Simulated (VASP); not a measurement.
# AgI (F-43m) in VASP: single point with PBE

Aim: the single point of AgI with PBE.

Program: VASP 6.6.1. These are calculated values, not measurements. Logs are shortened: lines on timing, memory, paths and dates and some standing lists are left out, and cuts for length are marked.

## (1) The cell of the first run

Symmetry: F-43m, No. 216, cubic system. The conventional cell has a = 6.473 Å, b = 6.473 Å, c = 6.473 Å, α = 90.00°, β = 90.00°, γ = 90.00°. Ag (site symmetry -43m) has 4 I at 2.80 Å within 3.7 Å. Within 3.7 Å of I (site symmetry -43m) lie 4 Ag at 2.80 Å.

## (2) Single point, PBE

Contents of INCAR:

```
SYSTEM = AgI
ALGO     = Normal         ! electronic algorithm
EDIFF    = 1E-6           ! SCF threshold, eV
ENCUT    = 500            ! plane-wave cutoff, eV
GGA      = PE             ! functional
GGA_COMPAT= .FALSE.      
ISIF     = 2              ! what is computed and relaxed
ISMEAR   = 0              ! smearing method
LASPH    = .TRUE.         ! aspherical terms in the spheres
LCHARG   = .FALSE.        ! write CHGCAR
LREAL    = .FALSE.        ! projectors in reciprocal space
LWAVE    = .FALSE.        ! write WAVECAR
NBANDS   = 16             ! bands
NELM     = 120            ! most SCF steps
PREC     = Accurate       ! precision mode
SIGMA    = 0.05           ! smearing width, eV
```

Contents of KPOINTS:

```
k-points
0
G
  8 8 8
  0 0 0
```

Contents of POSCAR:

```
AgI
1.0
    0.0000000000      3.2365000000      3.2365000000
    3.2365000000      0.0000000000      3.2365000000
    3.2365000000      3.2365000000      0.0000000000
Ag I
1 1
Direct
    0.0000000000      0.0000000000      0.0000000000
    0.7500000000      0.7500000000      0.7500000000
```

Potentials or basis: VASP PAW PBE potentials, release 64 (Ag, I).

The run is started by

```bash
> cat potpaw_PBE.64/Ag/POTCAR potpaw_PBE.64/I/POTCAR > POTCAR
> mpirun -np 1 vasp_std > vasp.out
```

OUTCAR:

```text
SYSTEM = AgI
   EDIFF = 1E-6
   ENCUT = 500
   GGA = PE
   ISIF = 2
   ISMEAR = 0
   LASPH = .TRUE.
   LREAL = .FALSE.
   NELM = 120
   PREC = Accurate

 ion  position               nearest neighbor table
   1  0.000  0.000  0.000-   2 2.80   2 2.80   2 2.80   2 2.80
   2  0.750  0.750  0.750-   1 2.80   1 2.80   1 2.80   1 2.80

  LATTYP: Found a face centered cubic cell.
 ALAT       =     6.4730000000

  Lattice vectors:

 A1 = (   0.0000000000,   3.2365000000,   3.2365000000)
 A2 = (   3.2365000000,   0.0000000000,   3.2365000000)
 A3 = (   3.2365000000,   3.2365000000,   0.0000000000)

Analysis of symmetry for initial positions (statically):
=====================================================================
 Subroutine PRICEL returns:
 Original cell was already a primitive cell.

 Routine SETGRP: Setting up the symmetry group for a
 face centered cubic supercell.

 Subroutine GETGRP returns: Found 24 space group operations
 (whereof 24 operations were pure point group operations)
 out of a pool of 48 trial point group operations.

The static configuration has the point symmetry T_d .

Analysis of symmetry for dynamics (positions and initial velocities):
=====================================================================
 Subroutine PRICEL returns:
 Original cell was already a primitive cell.

 Routine SETGRP: Setting up the symmetry group for a
 face centered cubic supercell.

 Subroutine GETGRP returns: Found 24 space group operations
 (whereof 24 operations were pure point group operations)
 out of a pool of 48 trial point group operations.

The dynamic configuration has the point symmetry T_d .

 Subroutine INISYM returns: Found 24 space group operations
 (whereof 24 operations are pure point group operations),
 and found     1 'primitive' translations

----------------------------------------------------------------------------------------

                                     Primitive cell

  volume of cell :      67.8042

  direct lattice vectors                    reciprocal lattice vectors
     0.000000000  3.236500000  3.236500000    -0.154487873  0.154487873  0.154487873
     3.236500000  0.000000000  3.236500000     0.154487873 -0.154487873  0.154487873
     3.236500000  3.236500000  0.000000000     0.154487873  0.154487873 -0.154487873

  length of vectors
     4.577102195  4.577102195  4.577102195     0.267580845  0.267580845  0.267580845

  position of ions in fractional coordinates (direct lattice)
[... 79 lines left out ...]
   EDIFF  = 0.1E-05   stopping-criterion for ELM
   LREAL  =      F    real-space projection
   EDIFFG = 0.1E-04   stopping-criterion for IOM
   NSW    =      0    number of steps for IOM
   IBRION =     -1    ionic relax: 0-MD 1-quasi-New 2-CG
   NFREE  =      0    steps in history (QN), initial steepest desc. (CG)
   ISIF   =      2    stress and relaxation
   ISYM   =      2    0-nonsym 1-usesym 2-fastsym
   POTIM  = 0.5000    time-step for ionic-motion
   TEBEG  =    0.0;   TEEND  =   0.0 temperature during run
   PSTRESS=    0.0 pullay stress
   NELECT =      18.0000    total number of electrons
   NUPDOWN=      -1.0000    fix difference up-down
   EMIN   =  10.00;   EMAX   =-10.00  energy-range for DOS
   EFERMI =   0.00;   METHOD = LEGACY
   ISMEAR =     0;   SIGMA  =   0.05  broadening in eV -4-tet -1-fermi 0-gaus
   EFERMI_NEDOS =   21; number of points for ismear=-14 and -15
   IALGO  =     38    algorithm
   IMIX   =      4    mixing-type and parameters
     AMIX     =   0.40;   BMIX     =  1.00
     AMIX_MAG =   1.60;   BMIX_MAG =  1.00
  volume/ion in A,a.u.               =      33.90       228.78
  Fermi-wavevector in a.u.,A,eV,Ry     =   1.052156  1.988286 15.062083  1.107032
  Thomas-Fermi vector in A             =   2.187227
   LORBIT       =      0    0 simple, 1 ext, 2 COOP (PROOUT), +10 PAW based schemes
   GGA     = PE    functional components
   LHFCALC =     F    Hartree Fock is set to
   AEXX    =    0.0000 exact exchange contribution
   IVDW    =     0    specifies the selected vdW correction
   LEPSILON=     F    determine dielectric tensor
   LRPA    =     F    only Hartree local field effects (RPA)
 non-spin polarized calculation
 Gauss-broadening in eV      SIGMA  =   0.05
  energy-cutoff  :      500.00
  volume of cell :       67.80
 maximum number of plane-waves:      1759
 NGX is ok and might be reduce to    36
   NGX = 17   NGY = 17   NGZ = 17

 number of electron      17.9999998 magnetization

 Free energy of the ion-electron system (eV)
  ---------------------------------------------------
  ext. energy  EPLUGINS =         0.00000000
  ---------------------------------------------------
  free energy    TOTEN  =        -4.76111403 eV

  energy without entropy =       -4.76111403  energy(sigma->0) =       -4.76111403

 E-fermi :   3.5309     XC(G=0):  -8.4757

 val. band max:        3.2450204808   @ k =   0.0000   0.0000   0.0000
 cond. band min:       4.5873030473   @ k =   0.0000   0.0000   0.0000
 fundamental gap:      1.3422825665
 Fermi energy:         3.5308633379

 k-point     1 :       0.0000    0.0000    0.0000
  band No.  band energies     occupation
      1      -9.6164      2.00000
      2      -1.0348      2.00000
      3      -1.0348      2.00000
      4      -1.0348      2.00000
      5       0.1284      2.00000
      6       0.1284      2.00000
[... 433 lines left out ...]
      3      -0.8495      2.00000
      4      -0.6758      2.00000
      5       0.0922      2.00000
      6       0.1733      2.00000
[... 8 lines left out ...]
     15      13.9364      0.00000
     16      14.5788      0.00000

 [... further k-points ...]

------------------------ aborting loop because EDIFF is reached ----------------------------------------

  FORCE on cell =-STRESS in cart. coord.  units (eV):
  Direction    XX          YY          ZZ          XY          YZ          ZX
  --------------------------------------------------------------------------------------
  -------------------------------------------------------------------------------------
  Total        0.9233005      0.9233005      0.9233005     -0.0000000      0.0000000     -0.0000000
  in kB       21.8170899     21.8170899     21.8170899     -0.0000000      0.0000000     -0.0000000
  external PRESSURE =      21.8170899 kB  Pullay stress =       0.0000000 kB

 VOLUME and BASIS-vectors are now :
 -----------------------------------------------------------------------------
  energy-cutoff  :      500.00
  volume of cell :       67.80
      direct lattice vectors                 reciprocal lattice vectors
     0.000000000  3.236500000  3.236500000    -0.154487873  0.154487873  0.154487873
     3.236500000  0.000000000  3.236500000     0.154487873 -0.154487873  0.154487873
     3.236500000  3.236500000  0.000000000     0.154487873  0.154487873 -0.154487873

 POSITION                                       TOTAL-FORCE (eV/Angst)
 -----------------------------------------------------------------------------------
      0.00000      0.00000      0.00000        -0.000000     -0.000000      0.000000
      4.85475      4.85475      4.85475         0.000000      0.000000      0.000000
 -----------------------------------------------------------------------------------
    total drift:                                0.000000      0.000000      0.000000

  FREE ENERGIE OF THE ION-ELECTRON SYSTEM (eV)
  ---------------------------------------------------
  free  energy   TOTEN  =        -4.7611140334 eV

  energy  without entropy=       -4.7611140334  energy(sigma->0) =       -4.76111403
```

OSZICAR:

```text
N       E                     dE             d eps       ncg     rms          rms(c)
DAV:   1     0.875589784327E+02    0.87559E+02   -0.74976E+03   952   0.911E+02
DAV:   2    -0.179920000704E+01   -0.89358E+02   -0.84253E+02  1112   0.193E+02
DAV:   3    -0.480528191198E+01   -0.30061E+01   -0.30008E+01  1168   0.365E+01
DAV:   4    -0.485152313887E+01   -0.46241E-01   -0.46240E-01  1352   0.423E+00
DAV:   5    -0.485169423014E+01   -0.17109E-03   -0.17109E-03  1240   0.226E-01    0.537E+00
DAV:   6    -0.476180430820E+01    0.89890E-01   -0.25195E-01  1040   0.700E+00    0.403E+00
DAV:   7    -0.476072636432E+01    0.10779E-02   -0.42962E-02  1024   0.121E+00    0.171E+00
DAV:   8    -0.476084520813E+01   -0.11884E-03   -0.23594E-03  1144   0.417E-01    0.252E-01
DAV:   9    -0.476103607849E+01   -0.19087E-03   -0.37774E-04  1168   0.219E-01    0.589E-02
DAV:  10    -0.476107759853E+01   -0.41520E-04   -0.25075E-05  1184   0.491E-02    0.209E-02
DAV:  11    -0.476111455255E+01   -0.36954E-04   -0.51768E-05  1104   0.488E-02    0.156E-02
DAV:  12    -0.476111403338E+01    0.51917E-06   -0.19242E-06  1096   0.139E-02
   1 F= -.47611140E+01 E0= -.47611140E+01  d E =-.105787E-17
```

stdout:

```text
POSCAR found type information on POSCAR AgI
 POSCAR found :  2 types and       2 ions
 scaLAPACK will be used
 LDA part: xc-table for (Slater+PW92), standard interpolation
 POSCAR, INCAR and KPOINTS ok, starting setup
 FFT: planning ... GRIDC
 FFT: planning ... GRID_SOFT
 FFT: planning ... GRID
 WAVECAR not read
 entering main loop
```

Wall time 38 s (1 thread of Intel Xeon 8259CL, shared host); peak memory 0.19 GiB.

What came out:

- Free energy: -4.7611 eV
- Pressure: 2.2 GPa
- Band gap on the k mesh: 1.34 eV

Levels at points of the mesh, in eV from the valence-band top:
```
           k point  band 6  band 7  band 8  band 9  band 10  band 11  band 12  band 13
(0.00, 0.00, 0.00)   -3.12    0.00    0.00    0.00     1.34     5.73     5.73     5.73
(0.50, 0.00, 0.00)   -3.09   -2.97   -0.73   -0.73     2.76     6.22     6.22     7.24
(0.50, 0.50, 0.00)   -2.99   -2.64   -1.82   -1.82     3.59     3.84     8.53     9.68
```

Caveat: spin-orbit coupling is left out, which moves the levels of the heavy elements. Expect the measured gap to be larger: semilocal functionals such as PBE lack the derivative discontinuity.
